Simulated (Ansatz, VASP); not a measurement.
One calculation of AlB2P3, two programs

File INCAR:

```
SYSTEM = AlB2P3
PREC = Accurate
ENCUT = 600
EDIFF = 1E-6
ISMEAR = 0
SIGMA = 0.1
LREAL = .FALSE.
LASPH = .TRUE.
NELM = 60
ALGO = Normal
ISIF = 3
LWAVE = .FALSE.
LCHARG = .FALSE.
GGA = PE
IBRION = 2
NSW = 90
EDIFFG = -0.04
```

The input KPOINTS:

```
Automatic mesh
0
G
  4 4 4
  0 0 0
```

The input POSCAR:

```
AlB2P3
1.0
    4.5154388200      0.0000000000      0.0000000000
    0.0000000000      4.5154388200      0.0000000000
    0.0000000000      0.0000000000      4.9970564200
Al B P
1 2 3
Direct
    0.5000000000      0.5000000000      0.0000000000
    0.0000000000      0.5000000000      0.0000000000
    0.5000000000      0.0000000000      0.0000000000
    0.0000000000      0.5000000000      0.5000000000
    0.5000000000      0.0000000000      0.5000000000
    0.5000000000      0.5000000000      0.5000000000
```

Input for Ansatz:

```yaml
crystal:
  lattice:
    - [4.51543882, 0.0, 0.0]
    - [0.0, 4.51543882, 0.0]
    - [0.0, 0.0, 4.99705642]
  atoms:
    - { symbol: Al, position: [0.5, 0.5, 0.0] }
    - { symbol: B, position: [0.0, 0.5, 0.0] }
    - { symbol: B, position: [0.5, 0.0, 0.0] }
    - { symbol: P, position: [0.0, 0.5, 0.5] }
    - { symbol: P, position: [0.5, 0.0, 0.5] }
    - { symbol: P, position: [0.5, 0.5, 0.5] }
basis:
  ecutwfc: 420
kpoints:
  mp_grid: { grid: [4, 4, 4] }
hamiltonian:
  xc: pbe
scf:
  occupations: { method: gaussian, width: 0.1 }
  lower_state_search: "off"
output:
  forces: true
  stress: true
  eigenvalues: true
relax:
  adjacent_minimum: "off"
  f_tol: 0.04
  max_steps: 70
  cell: { stress_tol: 0.4 }
```

Alike in both runs: task relaxation of cell and atoms; functional PBE; k mesh 4 × 4 × 4; occupations gaussian, width 0.1 eV; no spin polarisation.

```csv
,VASP,Ansatz
version,VASP 6.6.1,Ansatz 0.2.0
potentials or method,"VASP PAW PBE potentials, release 64 (Al, B, P), cutoff 600 eV","scalar-relativistic, plane waves, PAW"
valence electrons in the cell,24,24
```

```csv
,VASP,Ansatz,Ansatz less VASP
"gap on the k mesh at the Fermi level, each at its own relaxed structure (eV)",none,none,-
relaxed volume (Å³/atom),15.71,15.75,+0.040
relaxed cell length with the largest relative difference (Å),4.575,4.581,+0.0058
```

A gap of «none» marks a metal or a gap that the smearing closes.
